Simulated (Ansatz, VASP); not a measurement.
**CaO: VASP beside Ansatz**

POSCAR

```
CaO
1.0
    0.0000000000      2.4735525653      2.3975502232
    2.4735525653      0.0000000000      2.3975502232
    2.4735525653      2.4735525653      0.0000000000
Ca O
1 1
Direct
    0.0000000000      0.0000000000      0.0000000000
    0.5000000000      0.5000000000      0.5000000000
```

File INCAR.step1:

```
SYSTEM = CaO
PREC = Accurate ; ENCUT = 520
ISMEAR = 0 ; SIGMA = 0.01
LREAL = .FALSE. ; LASPH = .TRUE.
NELM = 80 ; NBANDS = 15
GGA = PE ; ALGO = Normal
EDIFF = 1E-4 ; LWAVE = .TRUE.
LCHARG = .FALSE.
```

Contents of INCAR.step2:

```
SYSTEM = CaO
PREC = Accurate ; ENCUT = 520
EDIFF = 1E-6 ; ISMEAR = 0
SIGMA = 0.01 ; LREAL = .FALSE.
LASPH = .TRUE. ; NELM = 80
ALGO = Normal ; ISIF = 2
LWAVE = .FALSE. ; LCHARG = .FALSE.
METAGGA = R2SCAN ; LMIXTAU = .TRUE.
NBANDS = 15 ; ISTART = 1
```

File KPOINTS:

```
regular mesh
0
G
  10 10 10
  0 0 0
```

Input for Ansatz:

```yaml
crystal:
  lattice:
    - [0.0, 2.4735525653, 2.3975502232]
    - [2.4735525653, 0.0, 2.3975502232]
    - [2.4735525653, 2.4735525653, 0.0]
  atoms:
    - { symbol: Ca, position: [0.0, 0.0, 0.0] }
    - { symbol: O, position: [0.5, 0.5, 0.5] }
kpoints:
  mp_grid: { grid: [10, 10, 10] }
  band_path:
    path:
      - [0.0, 0.0, 0.0]
      - [0.5, 0.0, 0.5]
      - [0.625, 0.25, 0.625]
      - [0.375, 0.375, 0.75]
      - [0.5, 0.5, 0.5]
      - [0.5, 0.25, 0.75]
    npoints: 1
hamiltonian:
  xc: r2scan
scf:
  occupations: { method: fixed }
  n_extra_bands: 4
output:
  forces: true
  stress: true
  eigenvalues: true
  write_density: true
  write_potential: true
  elf: true
  volumetric_format: npy
```

Change from the starting cell: biaxial_xy strain +3.2%.

Alike in both runs: task single point; functional r2SCAN; k mesh 10 × 10 × 10; no spin polarisation.

|  | VASP | Ansatz |
| --- | --- | --- |
| version | VASP 6.6.1 | Ansatz 0.2.0 |
| potentials or method | VASP PAW PBE potentials, release 64 (Ca_sv, O) | plane waves, PAW |
| plane-wave cutoff (eV) | 520 | 500 |
| occupations | gaussian, width 0.01 eV | fixed |
| valence electrons in the cell | 16 | 16 |

Ansatz gave:

```
gap on the k mesh at the Fermi level (eV)                     : 4.10
pressure (GPa)                                                : -6.2
traceless stress, the component that is largest in VASP (GPa) : 2.63
```

Task: Estimate VASP's values.

Result: gap on the k mesh at the Fermi level (eV): 4.08; pressure (GPa): -5.4; traceless stress, the component that is largest in VASP (GPa): 2.85.

VASP's potentials were made for PBE, not for r2SCAN.
